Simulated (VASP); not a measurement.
# BAs (F-43m) in VASP: single point with B3LYP

Aim: the single point of BAs with B3LYP.

All numbers are computed with VASP 6.6.1; they aren't measurements. Logs are shortened: lines on timing, memory, paths and dates and some standing lists are left out, and cuts for length are marked.

## (1) The cell of the first run

The structure is cubic, space group F-43m (No. 216). The conventional cell has a = 4.809 Å, b = 4.809 Å, c = 4.809 Å, α = 90.00°, β = 90.00°, γ = 90.00°. Within 2.8 Å of B (site symmetry -43m) lie 4 As at 2.08 Å. As (site symmetry -43m) has 4 B at 2.08 Å within 2.8 Å.

## (2) Single point, B3LYP

The input, POSCAR:

```
BAs
1.0
    0.0000000000      2.4046708983      2.4046708983
    2.4046708983      0.0000000000      2.4046708983
    2.4046708983      2.4046708983      0.0000000000
B As
1 1
Direct
    0.7500000005      0.7500000005      0.7500000005
    0.0000000000      0.0000000000      0.0000000000
```

The input, INCAR.step1:

```
SYSTEM = BAs
PREC = Accurate
ENCUT = 420
EDIFF = 1E-5
ISMEAR = -1
SIGMA = 0.01
LREAL = .False.
LASPH = .True.
NELM = 120
ALGO = Normal
ISIF = 2
LWAVE = .True.
LCHARG = .False.
NBANDS = 11
GGA = PE
GGA_COMPAT = .False.
```

The input, INCAR.step2:

```
SYSTEM = BAs
PREC = Accurate
ENCUT = 420
EDIFF = 1E-6
ISMEAR = -1
SIGMA = 0.01
LREAL = .False.
LASPH = .True.
NELM = 120
ALGO = Normal
ISIF = 2
LWAVE = .False.
LCHARG = .False.
GGA = B3
LHFCALC = .True.
AEXX = 0.2
AGGAX = 0.72
AGGAC = 0.81
ALDAC = 0.19
PRECFOCK = Normal
NBANDS = 11
ISTART = 1
GGA_COMPAT = .False.
```

The input, KPOINTS:

```
Automatic mesh
0
Gamma
  6 6 6
  0 0 0
```

Potentials or basis: VASP PAW PBE potentials, release 64 (B, As).

Launch:

```console
$ cat potpaw_PBE.64/B/POTCAR potpaw_PBE.64/As/POTCAR > POTCAR
$ cp INCAR.step1 INCAR
$ mpirun -np 1 vasp_std > vasp.out
$ cp INCAR.step2 INCAR
$ mpirun -np 1 vasp_std > vasp.out
```

OUTCAR:

```text
SYSTEM = BAs
   PREC = Accurate
   ENCUT = 420
   EDIFF = 1E-6
   ISMEAR = -1
   LREAL = .False.
   LASPH = .True.
   NELM = 120
   ISIF = 2
   GGA = B3
   LHFCALC = .True.
   AEXX = 0.2
   PRECFOCK = Normal
   ISTART = 1

 ion  position               nearest neighbor table
   1  0.750  0.750  0.750-   2 2.08   2 2.08   2 2.08   2 2.08
   2  0.000  0.000  0.000-   1 2.08   1 2.08   1 2.08   1 2.08

  LATTYP: Found a face centered cubic cell.
 ALAT       =     4.8093417966

  Lattice vectors:

 A1 = (   0.0000000000,   2.4046708983,   2.4046708983)
 A2 = (   2.4046708983,   0.0000000000,   2.4046708983)
 A3 = (   2.4046708983,   2.4046708983,   0.0000000000)

Analysis of symmetry for initial positions (statically):
=====================================================================
 Subroutine PRICEL returns:
 Original cell was already a primitive cell.

 Routine SETGRP: Setting up the symmetry group for a
 face centered cubic supercell.

 Subroutine GETGRP returns: Found 24 space group operations
 (whereof 24 operations were pure point group operations)
 out of a pool of 48 trial point group operations.

The static configuration has the point symmetry T_d .

Analysis of symmetry for dynamics (positions and initial velocities):
=====================================================================
 Subroutine PRICEL returns:
 Original cell was already a primitive cell.

 Routine SETGRP: Setting up the symmetry group for a
 face centered cubic supercell.

 Subroutine GETGRP returns: Found 24 space group operations
 (whereof 24 operations were pure point group operations)
 out of a pool of 48 trial point group operations.

The dynamic configuration has the point symmetry T_d .

 Subroutine INISYM returns: Found 24 space group operations
 (whereof 24 operations are pure point group operations),
 and found     1 'primitive' translations

----------------------------------------------------------------------------------------

                                     Primitive cell

  volume of cell :      27.8097

  direct lattice vectors                    reciprocal lattice vectors
     0.000000000  2.404670898  2.404670898    -0.207928661  0.207928661  0.207928661
     2.404670898  0.000000000  2.404670898     0.207928661 -0.207928661  0.207928661
     2.404670898  2.404670898  0.000000000     0.207928661  0.207928661 -0.207928661

  length of vectors
     3.400718197  3.400718197  3.400718197     0.360143005  0.360143005  0.360143005

[... 86 lines left out ...]
   ISMEAR =    -1;   SIGMA  =   0.01  broadening in eV -4-tet -1-fermi 0-gaus
   EFERMI_NEDOS =   21; number of points for ismear=-14 and -15
   IALGO  =     38    algorithm
   IMIX   =      1    mixing-type and parameters
     AMIX     =   0.40;   BMIX     =  1.00
     AMIX_MAG =   1.60;   BMIX_MAG =  1.00
  volume/ion in A,a.u.               =      13.90        93.83
  Fermi-wavevector in a.u.,A,eV,Ry     =   1.080702  2.042230 15.890465  1.167916
  Thomas-Fermi vector in A             =   2.216699
   LORBIT       =      0    0 simple, 1 ext, 2 COOP (PROOUT), +10 PAW based schemes
   GGA     = B3    functional components
   LHFCALC =     T    Hartree Fock is set to
   PRECFOCK=normal    Normal, Fast or Accurate (Low or Medium for compatibility)
   ENCUT4O =  -1.0   cutoff for four orbital integrals eV
   NKREDX  =     1    reduce k-point grid by
   NKREDY  =     1    reduce k-point grid by
   NKREDZ  =     1    reduce k-point grid by
   AEXX    =    0.2000 exact exchange contribution
   HFSCREEN=    0.0000 screening length (either q_TF or 0.3 A-1)
   HFSCREENC=   0.0000 screening length for correlation (either q_TF or 0.3 A-1)
   ENCUTFOCK=  -1.0 apply spherical cutoff to Coloumb kernel
   IVDW    =     0    specifies the selected vdW correction
   LEPSILON=     F    determine dielectric tensor
   LRPA    =     F    only Hartree local field effects (RPA)
 non-spin polarized calculation
  energy-cutoff  :      420.00
  volume of cell :       27.81
 maximum number of plane-waves:       556
  NGX = 18; NGY = 18; NGZ = 18

 number of electron       7.9999998 magnetization

 Free energy of the ion-electron system (eV)
  ---------------------------------------------------
  ext. energy  EPLUGINS =         0.00000000
  ---------------------------------------------------
  free energy    TOTEN  =       -12.48382527 eV

  energy without entropy =      -12.48382527  energy(sigma->0) =      -12.48382527

 E-fermi :   5.6983     XC(G=0):  -8.2828

 val. band max:        5.4729322806   @ k =   0.0000   0.0000   0.0000
 cond. band min:       8.0798719667   @ k =   0.3333   0.3333   0.0000
 fundamental gap:      2.6069396861
 Fermi energy:         5.6982527990

 k-point     1 :       0.0000    0.0000    0.0000
  band No.  band energies     occupation
      1     -10.9441      2.00000
      2       5.4729      2.00000
      3       5.4729      2.00000
      4       5.4729      2.00000
      5      10.0599      0.00000
      6      10.0599      0.00000
      7      10.0599      0.00000
      8      11.4095      0.00000
      9      16.7247      0.00000
     10      20.0500      0.00000
     11      20.0500      0.00000
[... 197 lines left out ...]
 k-point    16 :      -0.3333    0.5000    0.1667
  band No.  band energies     occupation
      1      -6.4329      2.00000
      2      -3.3258      2.00000
      3       0.1574      2.00000
      4       0.3676      2.00000
      5      10.6688      0.00000
      6      10.8995      0.00000
      7      15.6583      0.00000
      8      15.9310      0.00000
      9      19.4034      0.00000
     10      22.7683      0.00000
     11      22.9893      0.00000

------------------------ aborting loop because EDIFF is reached ----------------------------------------

  FORCE on cell =-STRESS in cart. coord.  units (eV):
  Direction    XX          YY          ZZ          XY          YZ          ZX
  --------------------------------------------------------------------------------------
  -------------------------------------------------------------------------------------
  Total        0.2362159      0.2362159      0.2362159      0.0000000      0.0000000      0.0000000
  in kB       13.6088903     13.6088903     13.6088903      0.0000000      0.0000000      0.0000000
  external PRESSURE =      13.6088903 kB  Pullay stress =       0.0000000 kB

 VOLUME and BASIS-vectors are now :
 -----------------------------------------------------------------------------
  energy-cutoff  :      420.00
  volume of cell :       27.81
      direct lattice vectors                 reciprocal lattice vectors
     0.000000000  2.404670898  2.404670898    -0.207928661  0.207928661  0.207928661
     2.404670898  0.000000000  2.404670898     0.207928661 -0.207928661  0.207928661
     2.404670898  2.404670898  0.000000000     0.207928661  0.207928661 -0.207928661

 POSITION                                       TOTAL-FORCE (eV/Angst)
 -----------------------------------------------------------------------------------
      3.60701      3.60701      3.60701        -0.000000     -0.000000     -0.000000
      0.00000      0.00000      0.00000         0.000000      0.000000      0.000000
 -----------------------------------------------------------------------------------
    total drift:                                0.000000      0.000000      0.000000

  FREE ENERGIE OF THE ION-ELECTRON SYSTEM (eV)
  ---------------------------------------------------
  free  energy   TOTEN  =       -12.4838252734 eV

  energy  without entropy=      -12.4838252734  energy(sigma->0) =      -12.48382527
```

OUTCAR.step1:

```text
SYSTEM = BAs
   PREC = Accurate
   ENCUT = 420
   EDIFF = 1E-5
   ISMEAR = -1
   LREAL = .False.
[... 434 lines left out ...]
      3.60701      3.60701      3.60701        -0.000000     -0.000000     -0.000000
      0.00000      0.00000      0.00000         0.000000      0.000000      0.000000
 -----------------------------------------------------------------------------------
    total drift:                                0.000000      0.000000      0.000000

  FREE ENERGIE OF THE ION-ELECTRON SYSTEM (eV)
  ---------------------------------------------------
  free  energy   TOTEN  =       -11.3942219674 eV

  energy  without entropy=      -11.3942219674  energy(sigma->0) =      -11.39422197
```

OSZICAR.step1:

```text
N       E                     dE             d eps       ncg     rms          rms(c)
DAV:   1     0.536634928823E+01    0.53663E+01   -0.32549E+03   352   0.536E+02
DAV:   2    -0.115528403858E+02   -0.16919E+02   -0.16385E+02   481   0.942E+01
DAV:   3    -0.119986354965E+02   -0.44580E+00   -0.44314E+00   444   0.121E+01
DAV:   4    -0.119996972821E+02   -0.10618E-02   -0.10617E-02   393   0.654E-01
DAV:   5    -0.119996987275E+02   -0.14454E-05   -0.14459E-05   423   0.272E-02    0.480E+00
DAV:   6    -0.114556016844E+02    0.54410E+00   -0.15359E+00   373   0.494E+00    0.233E+00
DAV:   7    -0.114002976356E+02    0.55304E-01   -0.17725E-01   406   0.206E+00    0.971E-01
DAV:   8    -0.113937383391E+02    0.65593E-02   -0.20072E-02   388   0.791E-01    0.972E-02
DAV:   9    -0.113940522820E+02   -0.31394E-03   -0.77458E-04   406   0.158E-01    0.574E-02
DAV:  10    -0.113942158092E+02   -0.16353E-03   -0.19852E-04   372   0.852E-02    0.120E-02
DAV:  11    -0.113942219674E+02   -0.61583E-05   -0.56636E-06   394   0.158E-02
   1 F= -.11394222E+02 E0= -.11394222E+02  d E =-.437623E-13
```

It took 9.1 min on 1 thread of Intel Xeon 8259CL, shared host; peak memory 0.15 GiB.

What came out:

| Quantity | Value |
| --- | --- |
| Free energy | -12.4838 eV |
| Pressure | 1.4 GPa |
| Band gap on the k mesh | 2.61 eV (least direct gap 4.59 eV) |

Levels at points of the mesh, in eV from the valence-band top:
```tsv
k point	band 1	band 2	band 3	band 4	band 5	band 6	band 7	band 8	band 9
(0.00, 0.00, 0.00)	-16.42	0.00	0.00	0.00	4.59	4.59	4.59	5.94	11.25
(0.50, 0.00, 0.00)	-13.43	-9.27	-1.91	-1.91	3.93	6.22	6.22	10.61	14.40
(0.50, 0.50, 0.00)	-12.02	-9.12	-4.25	-4.25	2.79	2.84	12.99	12.99	14.54
```

Caveat: the PAW data sets were made with another functional, which shifts forces and pressure a little.
